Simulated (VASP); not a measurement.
BeTe (rocksalt type): single point with PBEsol

Crystal: BeTe (rocksalt type).

```
Be Te
1.0
     0.00000    2.65074    2.65074
     2.65074    0.00000    2.65074
     2.65074    2.65074    0.00000
Be Te
1 1
Direct
  0.00000 0.00000 0.00000
  0.50000 0.50000 0.50000
```

```json
{
  "Program": "VASP 6.6.1",
  "Task": "single point",
  "Functional": "PBEsol",
  "Potentials or basis": "VASP PAW PBE potentials, release 64 (Be, Te)",
  "Cutoff": "520 eV",
  "k mesh": "15 × 15 × 15",
  "Occupations": "methfessel-paxton, width 0.01 eV",
  "Spin": "no spin polarisation",
  "Dipole correction": "no",
  "Further INCAR settings": "ALGO = Normal; EDIFF = 1e-07; NBANDS = 11"
}
```

```json
{"Pressure": "0.2 GPa", "Band gap on the k mesh": "zero (bands 4 and 5 overlap by 1.16 eV)"}
```

Levels at points of the mesh, in eV from the Fermi level:
```
           k point  band 1  band 2  band 3  band 4  band 5  band 6  band 7  band 8
(0.00, 0.00, 0.00)  -13.61   -0.23   -0.23   -0.23    3.40    6.42    6.42    6.42
```

It took 20 s on 1 thread of AMD EPYC 9R45 96-Core Processor (Zen 5), with other jobs on the host, peak memory 0.16 GiB.

Caveat: the PAW data sets were made with another functional, which shifts forces and pressure a little; spin-orbit coupling is left out, which moves the levels of the heavy elements.
